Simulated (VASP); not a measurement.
Runs of VASP 6.6.1 on HfO2. The structure is that of space group P4_2/mnm (No. 136), or close to it. The cells are those of the table. 

```tsv
cell	gap on the mesh (eV)	pressure (GPa)	largest force (eV/Å)
a = 4.639, b = 4.639, c = 3.395 Å, 6 atoms	3.63	-4.7	0.75
a = 5.055, b = 5.055, c = 2.859 Å, 6 atoms	3.59	9.3	1.03
a = 5.159, b = 5.159, c = 2.745 Å, 6 atoms	2.81	15.3	1.42
a = 4.388, b = 4.388, c = 3.795 Å, 6 atoms	2.29	(b)	2.61
a = 4.924, b = 4.924, c = 3.014 Å, 6 atoms	3.80	(a)	0.51
a = 4.712, b = 4.712, c = 3.291 Å, 6 atoms	3.80	-3.9	0.39
a = 4.507, b = 4.507, c = 3.598 Å, 6 atoms	3.02	-3.8	1.59
a = 4.855, b = 4.855, c = 3.100 Å, 6 atoms	3.82	0.0	0.23
```

Alike in all rows: task single point; level LDA; potentials or basis VASP PAW LDA potentials, release 64 (Hf_pv, O); no spin polarisation; k mesh 6 × 6 × 8; cutoff (eV) 520; smearing gaussian 0.05 eV.

Task: Fill in the values left out.

Result: (a) 2.8; (b) 0.1.

Caveats: spin-orbit coupling is left out, which moves the levels of the heavy elements; forces of over 1 eV/Å act on the atoms, so gaps and moduli don't describe the material at rest (at least some runs); the cell stands under tension (at least some runs); the cell stands under pressure (at least some runs).

A k mesh can miss the band edges, and the runs leave out spin-orbit coupling on Hf.
